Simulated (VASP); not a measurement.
# H3C2N in VASP: a series of runs, part 2 of 2

VASP 6.6.1. The steps go on from the part before.

## 3. Single point, PBE+D3(BJ)

INCAR reads:

```
SYSTEM = H3C2N
ALGO = Normal
EDIFF = 1E-6
ENCUT = 520
GGA = PE
ISIF = 2
ISMEAR = -1
IVDW = 12
LASPH = .TRUE.
LCHARG = .TRUE.
LELF = .TRUE.
LREAL = Auto
LVHAR = .TRUE.
LWAVE = .FALSE.
NBANDS = 72
NELM = 80
PREC = Accurate
SIGMA = 0.02
```

KPOINTS reads:

```
k-points
0
G
  1 1 1
  0 0 0
```

POSCAR reads:

```
H3C2N
1.0
    8.0517480000      0.0000000000      0.0000000000
    0.0000000000      8.0517480000      0.0000000000
    0.0000000000      0.0000000000      8.0517480000
C N H
12 6 18
Direct
    0.3420747892      0.2995871207      0.4724936747
    0.3902506636      0.3593257017      0.6367685626
    0.3091751009      0.7005186948      0.4619121214
    0.3100693166      0.8357812490      0.3368088519
    0.8279071824      0.0272611612      0.1917347637
    0.8697490284      0.1000403887      0.3374174154
    0.7547056863      0.4833981391      0.3034247967
    0.9215514445      0.5091068424      0.2375012233
    0.3297296438      0.7869843915      0.8850873127
    0.4912846254      0.7330209540      0.9459560831
    0.8388613255      0.3987581330      0.7971436761
    0.9104731047      0.5295123494      0.6947062923
    0.4485734029      0.4063589670      0.7644302827
    0.3086286357      0.9577175043      0.2589127231
    0.9090945221      0.1686341897      0.4575652392
    1.0457853375      0.5461671180      0.1685472521
    0.6277394673      0.7067782052      0.9807311406
    0.9858977206      0.6210825277      0.6132208807
    0.2048499282      0.3307480562      0.4373336076
    0.4167666450      0.3349831614      0.3664297492
    0.3226131767      0.1694042089      0.4613656563
    0.2226845649      0.7356415029      0.5647345148
    0.2510013975      0.5864440864      0.4210514288
    0.4339057805      0.6560562998      0.5012576151
    0.7846743341      0.1363182256      0.1142360640
    0.9352254939     -0.0355078177      0.1341447845
    0.7185520461     -0.0640233649      0.2118297791
    0.7284132588      0.5652188817      0.4126805757
    0.6586520095      0.5035800922      0.2018692090
    0.7402740374      0.3528426374      0.3437017651
    0.2575465601      0.6789829985      0.8366382058
    0.2547769751      0.8413079992      0.9761482848
    0.3617599557      0.8713387453      0.7891205736
    0.8049432248      0.2956997661      0.7151987370
    0.9486635697      0.3462229568      0.8673892924
    0.7379888193      0.4540380548      0.8715002010
```

Potentials or basis: VASP PAW PBE potentials, release 64 (C, N, H).

The run is started by

```
$ cat potpaw_PBE.64/C/POTCAR potpaw_PBE.64/N/POTCAR potpaw_PBE.64/H/POTCAR > POTCAR
$ mpirun -np 1 vasp_gam > vasp.out
```

OUTCAR:

```text
SYSTEM = H3C2N
   EDIFF = 1E-6
   ENCUT = 520
   GGA = PE
   ISIF = 2
   ISMEAR = -1
   IVDW = 12
   LASPH = .TRUE.
   LREAL = Auto
   NELM = 80
   PREC = Accurate
 IVDW          = 12

 ion  position               nearest neighbor table
   1  0.342  0.300  0.472-  21 1.06  20 1.08  19 1.17   2 1.46
   2  0.390  0.359  0.637-  13 1.19   1 1.46
   3  0.309  0.701  0.462-  23 1.08  24 1.11  22 1.12   4 1.48
   4  0.310  0.836  0.337-  14 1.17   3 1.48
   5  0.828  0.027  0.192-  26 1.10  25 1.13  27 1.16   6 1.35
   6  0.870  0.100  0.337-  15 1.16   5 1.35
   7  0.755  0.483  0.303-  30 1.11  28 1.12  29 1.14   8 1.46
   8  0.922  0.509  0.238-  16 1.18   7 1.46
   9  0.330  0.787  0.885-  32 1.05  33 1.06  31 1.12  10 1.46
  10  0.491  0.733  0.946-  17 1.15   9 1.46
  11  0.839  0.399  0.797-  34 1.09  36 1.10  35 1.13  12 1.46
  12  0.910  0.530  0.695-  18 1.16  11 1.46
  13  0.449  0.406  0.764-   2 1.19
  14  0.309  0.958  0.259-   4 1.17
  15  0.909  0.169  0.458-   6 1.16
  16  0.046  0.546  0.169-   8 1.18
  17  0.628  0.707  0.981-  10 1.15
[... 17 lines left out ...]
  35  0.949  0.346  0.867-  11 1.13
  36  0.738  0.454  0.872-  11 1.10

  LATTYP: Found a simple cubic cell.
 ALAT       =     8.0517480000

[... 232 lines left out ...]
  band No.  band energies     occupation
      1     -19.8834      2.00000
      2     -19.6856      2.00000
      3     -19.5730      2.00000
      4     -19.5170      2.00000
      5     -19.4772      2.00000
      6     -19.2708      2.00000
[... 52 lines left out ...]
     59       2.8455      0.00000
     60       2.9739      0.00000
 [bands above 60 left out]

------------------------ aborting loop because EDIFF is reached ----------------------------------------

 Edisp (eV)   -1.65948

 E8    (eV) :    -0.4008

  FORCE on cell =-STRESS in cart. coord.  units (eV):
  Direction    XX          YY          ZZ          XY          YZ          ZX
  --------------------------------------------------------------------------------------
  -------------------------------------------------------------------------------------
  Total      -5.54362     1.44879     2.38746    -0.02774     1.97985     0.45165
  in kB     -17.01506     4.44677     7.32784    -0.08513     6.07678     1.38624
  external pressure =       -1.75 kB  Pullay stress =        0.00 kB

 VOLUME and BASIS-vectors are now :
 -----------------------------------------------------------------------------
  energy-cutoff  :      520.00
  volume of cell :      522.00
      direct lattice vectors                 reciprocal lattice vectors
     8.051748000  0.000000000  0.000000000     0.124196634  0.000000000  0.000000000
     0.000000000  8.051748000  0.000000000     0.000000000  0.124196634  0.000000000
     0.000000000  0.000000000  8.051748000     0.000000000  0.000000000  0.124196634

 POSITION                                       TOTAL-FORCE (eV/Angst)
 -----------------------------------------------------------------------------------
      2.75430      2.41220      3.80440        -2.746245      0.818973     -0.133000
      3.14220      2.89320      5.12710         1.369488      0.386879      1.265522
      2.48940      5.64040      3.71920         0.046898      0.551144     -0.247755
      2.49660      6.72950      2.71190         0.088268     -1.095441      1.433490
      6.66610      0.21950      1.54380        -2.292670     -1.422462     -2.974672
      7.00300      0.80550      2.71680         1.246654      0.752657      2.818765
[... 28 lines left out ...]
      7.63840      2.78770      6.98400        -0.904955      0.560034      0.111686
      5.94210      3.65580      7.01710         0.205101     -0.531185      0.070087
 -----------------------------------------------------------------------------------
    total drift:                                0.031648      0.003339      0.014059

  FREE ENERGIE OF THE ION-ELECTRON SYSTEM (eV)
  ---------------------------------------------------
  free  energy   TOTEN  =      -221.3738784336 eV

  energy  without entropy=     -221.3738784336  energy(sigma->0) =     -221.37387843
```

OSZICAR:

```text
N       E                     dE             d eps       ncg     rms          rms(c)
DAV:   1     0.692891302828E+03    0.69289E+03   -0.47180E+04   144   0.117E+03
DAV:   2    -0.150899096012E+03   -0.84379E+03   -0.80136E+03   184   0.269E+02
DAV:   3    -0.239360288438E+03   -0.88461E+02   -0.87694E+02   184   0.925E+01
DAV:   4    -0.241716031648E+03   -0.23557E+01   -0.23453E+01   176   0.178E+01
DAV:   5    -0.241791801608E+03   -0.75770E-01   -0.75656E-01   192   0.291E+00    0.266E+01
DAV:   6    -0.223368074439E+03    0.18424E+02   -0.35325E+01   176   0.182E+01    0.142E+01
DAV:   7    -0.220249174352E+03    0.31189E+01   -0.67299E+00   176   0.888E+00    0.725E+00
DAV:   8    -0.219742320611E+03    0.50685E+00   -0.14566E+00   176   0.443E+00    0.279E+00
DAV:   9    -0.219709471637E+03    0.32849E-01   -0.20557E-01   176   0.162E+00    0.712E-01
DAV:  10    -0.219711645481E+03   -0.21738E-02   -0.24554E-02   160   0.680E-01    0.301E-01
DAV:  11    -0.219714408599E+03   -0.27631E-02   -0.88102E-03   160   0.371E-01    0.159E-01
DAV:  12    -0.219714860861E+03   -0.45226E-03   -0.12138E-03   160   0.176E-01    0.776E-02
DAV:  13    -0.219714523210E+03    0.33765E-03   -0.14032E-03   160   0.167E-01    0.393E-02
DAV:  14    -0.219714443856E+03    0.79354E-04   -0.32192E-04   176   0.721E-02    0.254E-02
DAV:  15    -0.219714405466E+03    0.38390E-04   -0.85546E-05   168   0.354E-02    0.153E-02
DAV:  16    -0.219714395615E+03    0.98510E-05   -0.26034E-05   168   0.194E-02    0.528E-03
DAV:  17    -0.219714395396E+03    0.21861E-06   -0.62663E-06   176   0.107E-02
   1 F= -.22137388E+03 E0= -.22137388E+03  d E =-.707950E-11
```

Wall time 1.8 min (1 thread of Intel Xeon Platinum 8175M at 2.50GHz (Skylake/Cascade Lake), shared host); peak memory 0.47 GiB.

What came out:

* Free energy: -221.3739 eV
* Pressure: -0.2 GPa
* Largest force: 4.016 eV/Å
* Band gap on the k mesh: 6.15 eV
* Dispersion energy per atom: -0.046 eV

Forces on the atoms (eV/Å):
```
C   -2.746  0.819 -0.133
C    1.369  0.387  1.266
C    0.047  0.551 -0.248
C    0.088 -1.095  1.433
C   -2.293 -1.422 -2.975
C    1.247  0.753  2.819
C   -0.857 -0.178 -0.319
C    0.728  0.967 -0.981
C    0.673 -2.299 -0.507
C   -1.543  0.549 -0.278
C    1.221  0.123 -0.029
C   -0.048 -1.025  0.578
N   -1.410 -0.914 -2.296
N   -0.003  0.059 -0.322
N    0.284  0.255  0.990
N   -1.307 -0.699  0.956
N    1.307 -0.377  0.543
N   -0.042  0.768 -0.332
H    1.539  0.325  0.645
H    0.527  0.434  0.017
H    0.512 -1.504  0.409
H    0.796  0.078 -0.331
H   -0.382 -0.035 -0.834
H   -0.278  0.856  0.045
H    0.100 -1.044 -0.131
H   -0.293  0.006 -0.066
H    1.218  0.917 -0.565
H    0.263 -0.334 -0.647
H    0.888  0.194  0.685
H    0.106  0.490  0.100
H    0.456  0.414  0.030
H   -0.750  0.954  1.423
H   -0.206  0.930 -1.058
H   -0.511  0.071 -0.068
H   -0.905  0.560  0.112
H    0.205 -0.531  0.070
```

Caveat: the k points lie up to 0.78 Å⁻¹ apart; the atoms stand as in a frame of molecular dynamics.

## 4. Single point, PBE+D3(BJ)

INCAR reads:

```
SYSTEM = H3C2N
PREC     = Accurate       ! precision mode
ENCUT    = 520            ! plane-wave cutoff, eV
EDIFF    = 1E-6           ! SCF threshold, eV
ISMEAR   = -1             ! smearing method
SIGMA    = 0.02           ! smearing width, eV
LREAL    = Auto         
LASPH    = .True.         ! aspherical terms in the spheres
NELM     = 100            ! most SCF steps
ALGO     = Normal         ! electronic algorithm
ISIF     = 2              ! what is computed and relaxed
LWAVE    = .False.        ! write WAVECAR
LCHARG   = .False.        ! write CHGCAR
GGA      = PE             ! functional
IVDW     = 12             ! dispersion correction
NBANDS   = 72             ! bands
```

KPOINTS reads:

```
regular mesh
0
Gamma
  1 1 1
  0 0 0
```

POSCAR reads:

```
H3C2N
1.0
    8.0517480000      0.0000000000      0.0000000000
    0.0000000000      8.0517480000      0.0000000000
    0.0000000000      0.0000000000      8.0517480000
C N H
12 6 18
Direct
    0.3490422204      0.2848946589      0.4605956371
    0.4006210825      0.3573882342      0.6209210720
    0.3018350798      0.6737170612      0.4794611058
    0.3002453629      0.8273482975      0.3859534600
    0.8521503654      0.0079610042      0.1677399740
    0.8882419072      0.0682708897      0.3425218971
    0.7387960974      0.4834105588      0.2806719733
    0.9077407788      0.5149192449      0.2230819941
    0.2983699937      0.7881021612      0.9239484395
    0.4647189654      0.7388085171      0.9324062303
    0.8363898125      0.3846618150      0.7891826719
    0.9245197440      0.4982147976      0.6747727326
    0.4249760425      0.4095880795      0.7514889934
    0.3026299382      0.9465522269      0.3050269333
    0.9067223664      0.1125594095      0.4812122784
    1.0405939182      0.5357842794      0.1812898268
    0.5937220092      0.6872296550      0.9741238797
    0.9642875063      0.6051729388      0.5847177532
    0.2181389681      0.2730711393      0.4315957231
    0.4002360730      0.3546434886      0.3462602158
    0.3862391123      0.1494209705      0.4353588811
    0.2228584402      0.6819885570      0.5853884150
    0.2546403588      0.5627970473      0.4129413886
    0.4251995964      0.6501197007      0.5210048799
    0.8739220353      0.0997795758      0.0749402490
    0.9502160276     -0.0898190058      0.1506008385
    0.7331078916     -0.0530071234      0.1687832257
    0.6878630578      0.6059305383      0.3228615699
    0.6549882088      0.4553793785      0.1779240980
    0.7232094199      0.3913808530      0.3825877313
    0.2285590657      0.6763624495      0.8975069761
    0.2583538382      0.8170896556      1.0569878739
    0.2723756382      0.8921416815      0.8385880929
    0.7637223619      0.2877139225      0.7249730121
    0.9286430723      0.3165523809      0.8640359832
    0.7639707552      0.4795480435      0.8534047514
```

The run is started by

```
$ cat potpaw_PBE.64/C/POTCAR potpaw_PBE.64/N/POTCAR potpaw_PBE.64/H/POTCAR > POTCAR
$ mpirun -np 1 vasp_gam > vasp.out
```

Wall time 1.8 min (1 thread of Intel Xeon Platinum 8175M at 2.50GHz (Skylake/Cascade Lake), shared host); peak memory 0.47 GiB.

Results (log left out):

| Property | Result |
| --- | --- |
| Free energy | -221.4405 eV |
| Pressure | 0.1 GPa |
| Largest force | 4.521 eV/Å |
| Band gap on the k mesh | 6.05 eV |
| Dispersion energy per atom | -0.046 eV |

Forces in eV/Å, atoms in the order of the input:
```
C    1.609 -0.519 -1.652
C   -1.426 -1.765 -2.872
C   -0.112  0.371 -0.884
C   -0.225 -1.386  0.243
C    2.012 -1.026  2.642
C   -0.440  0.407  0.162
C   -0.569  1.074  0.356
C   -4.075 -1.202  1.545
C   -1.671  0.737  1.011
C    1.875 -0.465  1.014
C    1.243  0.337 -0.795
C   -0.704 -0.348 -0.380
N    0.513  0.662  1.778
N    0.025  0.606 -0.395
N   -0.118 -0.521 -1.726
N    3.699  0.643 -1.341
N    0.144  0.297 -0.483
N   -0.054 -0.432  0.496
H   -0.724  0.488  0.713
H   -0.256 -0.555  1.386
H    0.147  1.205  0.694
H   -0.572  0.287  0.825
H    0.093  0.709 -0.312
H    1.073 -0.153  0.313
H   -0.225  0.839 -0.557
H   -0.586  0.288 -0.175
H   -0.643 -0.048 -0.348
H    0.328 -0.551  0.115
H    0.139 -0.353 -0.341
H    0.533  0.340 -0.471
H   -0.584 -0.307 -0.575
H    0.364  0.208 -1.171
H   -0.056 -0.285  0.179
H   -0.003  0.544 -0.088
H   -0.193  0.380  0.281
H   -0.559 -0.503  0.813
```

Stress tensor (GPa, compression positive):
```
 2.39 -0.25 -0.33
-0.25 -0.91  0.01
-0.33  0.01 -1.08
```

Levels at points of the mesh, in eV from the valence-band top:
| k point | band 46 | band 47 | band 48 | band 49 | band 50 | band 51 |
| --- | --- | --- | --- | --- | --- | --- |
| (0.00, 0.00, 0.00) | -0.33 | -0.17 | 0.00 | 6.05 | 6.58 | 6.67 |

Caveat: the k points lie up to 0.78 Å⁻¹ apart; the atoms stand as in a frame of molecular dynamics.

## 5. The runs side by side

| cell | gap on the mesh (eV) | pressure (GPa) | largest force (eV/Å) |
| --- | --- | --- | --- |
| as given, atomic positions A | 5.95 | -1.3 | 5.40 |
| as given, atomic positions B | 6.15 | -0.2 | 4.02 |
| as given, atomic positions C | 6.05 | 0.1 | 4.52 |

Alike in all rows: task single point; level PBE+D3(BJ); potentials or basis VASP PAW PBE potentials, release 64 (C, N, H); no spin polarisation; k mesh 1 × 1 × 1; cutoff (eV) 520; smearing fermi-dirac 0.02 eV.

Caveats: all runs use coarse meshes; the atoms stand as in a frame of molecular dynamics.

Absolute energies hang on the potentials; compare differences alone.
